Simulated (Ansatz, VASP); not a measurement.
## Ge in VASP and in Ansatz

```
Ge
1.0
     0.00000    2.90931    2.86017
     2.90931    0.00000    2.86017
     2.90931    2.90931    0.00000
Ge
2
Direct
  0.00000 0.00000 0.00000
  0.25000 0.25000 0.25000
```

Alike in both runs: task single point; functional PBE; k mesh 10 × 10 × 10; occupations gaussian, width 0.01 eV; no spin polarisation.

|  | VASP | Ansatz |
| --- | --- | --- |
| version | VASP 6.6.1 | Ansatz 0.2.0 |
| potentials or method | VASP PAW PBE potentials, release 64 (Ge_d), cutoff 500 eV | scalar-relativistic, plane waves, PAW |
| valence electrons in the cell | 28 | 28 |

```csv
,VASP,Ansatz,Ansatz less VASP
gap on the k mesh at the Fermi level (eV),0.03,0.02,-0.003
least direct gap on the mesh (eV),0.12,0.12,0.000
```

With one functional, cell and mesh, what is left measures potentials, basis and numerics.
